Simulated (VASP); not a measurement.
**Pt: single point with PBEsol**

Pt:

```
CELL_PARAMETERS angstrom
-1.51598 1.51598 1.51598
1.51598 -1.51598 1.51598
1.51598 1.51598 -1.51598
ATOMIC_POSITIONS crystal
Pt 0.00000 0.00000 0.00000
```

```json
{
 "Program": "VASP 6.6.1",
 "Task": "single point",
 "Functional": "PBEsol",
 "Potentials or basis": "VASP PAW PBE potentials, release 64 (Pt)",
 "Cutoff": "520 eV",
 "k mesh": "12 × 12 × 12",
 "Occupations": "fermi-dirac, width 0.05 eV",
 "Spin": "no spin polarisation",
 "Dipole correction": "no",
 "Further INCAR settings": "ALGO = Normal; EDIFF = 1e-06; NBANDS = 11"
}
```

The pressure is 29.7 GPa and the band gap on the k mesh is zero (band 5 reaches 13.72 eV, above the bottom of band 6 at 11.00 eV).

Levels at points of the mesh, in eV from the Fermi level:
```tsv
k point	band 2	band 3	band 4	band 5	band 6	band 7	band 8	band 9
(0.00, 0.00, 0.00)	-4.12	-4.12	-4.12	-1.11	-1.11	17.09	17.09	17.09
(0.50, 0.00, 0.00)	-5.87	-1.30	-0.66	-0.09	1.47	7.54	13.30	17.01
(0.50, 0.50, 0.50)	-7.33	0.80	0.80	0.80	8.01	8.01	8.01	14.76
```

It took 4.5 s on 1 thread of Intel(R) Xeon(R) 6975P-C (Granite Rapids), with other jobs on the host, peak memory 0.13 GiB.

Caveat: the PAW data sets were made with another functional, which shifts forces and pressure a little; spin-orbit coupling is left out, which moves the levels of the heavy elements.
